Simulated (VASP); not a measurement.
# In3Sb (Fm-3m) in VASP: a series of runs, part 2 of 2

VASP 6.6.1.

## Step 4: Relaxation of cell and atoms, PBEsol, target pressure 20 GPa, at which the enthalpy is minimised

Contents of INCAR:

```
SYSTEM = In3Sb
ALGO     = Normal         ! electronic algorithm
EDIFF    = 1E-7           ! SCF threshold, eV
EDIFFG   = -0.03          ! ionic threshold
ENCUT    = 500            ! plane-wave cutoff, eV
GGA      = PS             ! functional
GGA_COMPAT= .False.      
IBRION   = 2              ! ionic algorithm
ISIF     = 3              ! what is computed and relaxed
ISMEAR   = 0              ! smearing method
LASPH    = .True.         ! aspherical terms in the spheres
LCHARG   = .False.        ! write CHGCAR
LREAL    = .False.        ! projectors in reciprocal space
LWAVE    = .False.        ! write WAVECAR
NELM     = 120            ! most SCF steps
NELMIN   = 4            
NSW      = 60             ! ionic steps
PREC     = Accurate       ! precision mode
PSTRESS  = 200.0        
SIGMA    = 0.01           ! smearing width, eV
```

Contents of KPOINTS:

```
k-points
0
Gamma
  5 5 5
  0 0 0
```

Contents of POSCAR:

```
In3Sb
1.0
    0.0000000000      3.8400000000      3.8400000000
    3.8400000000      0.0000000000      3.8400000000
    3.8400000000      3.8400000000      0.0000000000
Sb In
1 3
Direct
    0.0000000000      0.0000000000      0.0000000000
    0.5000000000      0.5000000000      0.5000000000
    0.2500000000      0.2500000000      0.2500000000
    0.7500000000      0.7500000000      0.7500000000
```

Started as:

```bash
cat potpaw_PBE.64/Sb/POTCAR potpaw_PBE.64/In_d/POTCAR > POTCAR
mpirun -np 1 vasp_std > vasp.out
```

Run time: 94 s. Hardware: 1 thread of AMD EPYC 9R45 (Zen 5), shared host; peak memory 0.22 GiB.

The run converged. Its results:

| Item | Value |
| --- | --- |
| Free energy | -12.5073 eV |
| Relaxed volume | 20.77 Å³/atom |
| Relaxed cell | a = 4.898 Å, b = 4.898 Å, c = 4.898 Å, α = 60.00°, β = 60.00°, γ = 60.00° |
| Space group after relaxing (to 0.1 Å) | Fm-3m (No. 225) |
| Energy change on relaxing (the run minimises the enthalpy) | +228.6 meV/atom |
| Ionic steps | 5 |
| Pressure after relaxing | 20.0 GPa |
| Band gap on the k mesh | zero (bands 22 and 23 overlap by 4.05 eV) |

Step by step:
```
step  energy change (eV)  largest force (eV/Å)  pressure (GPa)  volume (Å³)
   1              0.0000                0.0000           -3.59       113.25
   2             10.2371                0.0000          127.53        57.75
   3              0.6705                0.0000           16.63        85.23
   4              0.8211                0.0000           18.75        83.86
   5              0.9143                0.0000           19.98        83.09
```

Final structure:
```yaml
crystal:
  lattice:
    - [0.00000, 3.46343, 3.46343]
    - [3.46343, 0.00000, 3.46343]
    - [3.46343, 3.46343, 0.00000]
  atoms:
    - { symbol: Sb, position: [0.00000, 0.00000, 0.00000] }
    - { symbol: In, position: [0.50000, 0.50000, 0.50000] }
    - { symbol: In, position: [0.25000, 0.25000, 0.25000] }
    - { symbol: In, position: [0.75000, 0.75000, 0.75000] }
```

Levels at points of the mesh, in eV from the Fermi level:
```
           k point  band 19  band 20  band 21  band 22  band 23  band 24  band 25  band 26
(0.00, 0.00, 0.00)    -2.07    -2.07    -1.87    -0.68    -0.68    -0.68     0.72     0.72
```

Caveat: the cell is relaxed towards a set pressure, so the run minimises the enthalpy, not the energy; the volume moved by over 15 % at a fixed basis, so the end points are rough; the PAW data sets were made with another functional, which shifts forces and pressure a little; spin-orbit coupling is left out, which moves the levels of the heavy elements.

## Step 5: Relaxation of cell and atoms, PBEsol, target pressure 30 GPa, at which the enthalpy is minimised

Changes to INCAR since step 4:

```diff
@@ -18,3 +18,3 @@
 PREC     = Accurate       ! precision mode
-PSTRESS  = 200.0        
+PSTRESS  = 300.0        
 SIGMA    = 0.01           ! smearing width, eV
```

KPOINTS is that of step 4.

POSCAR is that of step 4.

Started as:

```bash
cat potpaw_PBE.64/Sb/POTCAR potpaw_PBE.64/In_d/POTCAR > POTCAR
mpirun -np 1 vasp_std > vasp.out
```

It took 3.4 min on 1 thread of AMD EPYC 9R45 (Zen 5), shared host; peak memory 0.23 GiB.

The run converged. Its results:

```yaml
Free_energy: -11.7209 eV
Relaxed_volume: 19.49 Å³/atom
Relaxed_cell: a = 4.795 Å, b = 4.795 Å, c = 4.795 Å, α = 60.00°, β = 60.00°, γ = 60.00°
Space_group_after_relaxing_to_0.1_Å: Fm-3m (No. 225)
Energy_change_on_relaxing_the_run_minimises_the_enthalpy: +425.2 meV/atom
Ionic_steps: 17
Pressure_after_relaxing: 29.8 GPa
Band_gap_on_the_k_mesh: zero (bands 22 and 23 overlap by 4.34 eV)
```

The path:
| step | energy change (eV) | largest force (eV/Å) | pressure (GPa) | volume (Å³) |
| --- | --- | --- | --- | --- |
| 1 | 0.0000 | 0.0000 | -3.59 | 113.25 |
| 2 | 36.5956 | 0.0000 | 460.66 | 41.17 |
| 3 | 0.9229 | 0.0000 | 20.09 | 83.02 |
| 4 | 1.2341 | 0.0000 | 23.86 | 80.74 |
| 5 | 1.7945 | 0.0000 | 30.94 | 77.45 |
| 6 | 1.6759 | 0.0000 | 29.47 | 78.08 |
| 7 | 1.6772 | 0.0000 | 29.49 | 78.07 |
| 8 | 1.6811 | 0.0000 | 29.53 | 78.05 |
| 9 | 1.6811 | 0.0000 | 29.53 | 78.05 |
| 10 | 1.6812 | 0.0000 | 29.54 | 78.05 |
| 11 | 1.6813 | 0.0000 | 29.54 | 78.05 |
| 12 | 1.6816 | 0.0000 | 29.54 | 78.04 |
| 13 | 1.6822 | 0.0000 | 29.55 | 78.04 |
| 14 | 1.6835 | 0.0000 | 29.56 | 78.03 |
| 15 | 1.6859 | 0.0000 | 29.60 | 78.02 |
| 16 | 1.6909 | 0.0000 | 29.66 | 77.99 |
| 17 | 1.7008 | 0.0000 | 29.78 | 77.94 |

Final structure:
```xyz
4
Lattice="0.0000 3.3904 3.3904 3.3904 0.0000 3.3904 3.3904 3.3904 0.0000" Properties=species:S:1:pos:R:3 pbc="T T T"
Sb    0.0000    0.0000    0.0000
In    3.3904    3.3904    3.3904
In    1.6952    1.6952    1.6952
In    5.0855    5.0855    5.0855
```

Levels at points of the mesh, in eV from the Fermi level:
| k point | band 20 | band 21 | band 22 | band 23 | band 24 | band 25 |
| --- | --- | --- | --- | --- | --- | --- |
| (0.00, 0.00, 0.00) | -2.14 | -1.67 | -0.76 | -0.76 | -0.76 | 0.72 |

Caveat: the cell is relaxed towards a set pressure, so the run minimises the enthalpy, not the energy; the volume moved by over 15 % at a fixed basis, so the end points are rough; the PAW data sets were made with another functional, which shifts forces and pressure a little; spin-orbit coupling is left out, which moves the levels of the heavy elements.

## Step 6: Summary

```csv
cell,gap on the mesh (eV),pressure (GPa)
relaxed,none,0.0
relaxed to 10 GPa,none,10.1
relaxed to 20 GPa,none,20.0
relaxed to 30 GPa,none,29.8
```

Alike in all rows: task relaxation of cell and atoms; level PBEsol; potentials or basis VASP PAW PBE potentials, release 64 (Sb, In_d); no spin polarisation; k mesh 5 × 5 × 5; cutoff (eV) 500; smearing gaussian 0.01 eV.

Caveats: the PAW data sets were made with another functional, which shifts forces and pressure a little; spin-orbit coupling is left out, which moves the levels of the heavy elements; the cell is relaxed towards a set pressure, so the run minimises the enthalpy, not the energy (at least some runs); the volume moved by over 15 % at a fixed basis, so the end points are rough (at least some runs).

Total energies depend on the potentials used, so only differences within one code and one set of settings carry meaning.
